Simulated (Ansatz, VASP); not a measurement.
**Nb in VASP and in Ansatz**

```
Nb
1.0
    -1.63631    1.63631    1.63631
     1.63631   -1.63631    1.63631
     1.63631    1.63631   -1.63631
Nb
1
Cartesian
  0.0000 0.0000 0.0000
```

Alike in both runs: functional PBEsol; k mesh 18 × 18 × 18; occupations fermi-dirac, width 0.05 eV; no spin polarisation.

Ansatz relaxed the structure, and its values are those at the end. VASP's run is a single point on that final structure, the one shown.

|  | VASP | Ansatz |
| --- | --- | --- |
| version | VASP 6.6.1 | Ansatz 0.2.0 |
| potentials or method | VASP PAW PBE potentials, release 64 (Nb_sv) | PAW with Ansatz's default frozen-core files, scalar-relativistic |
| plane-wave cutoff (eV) | 520 | 420 |
| valence electrons in the cell | 13 | 13 |

```tsv
	VASP	Ansatz	Ansatz less VASP
pressure (GPa)	-0.3	0.0	+0.30
```

VASP's potentials were made for PBE, not for PBEsol. With one functional, cell and mesh, what is left measures potentials, basis and numerics.
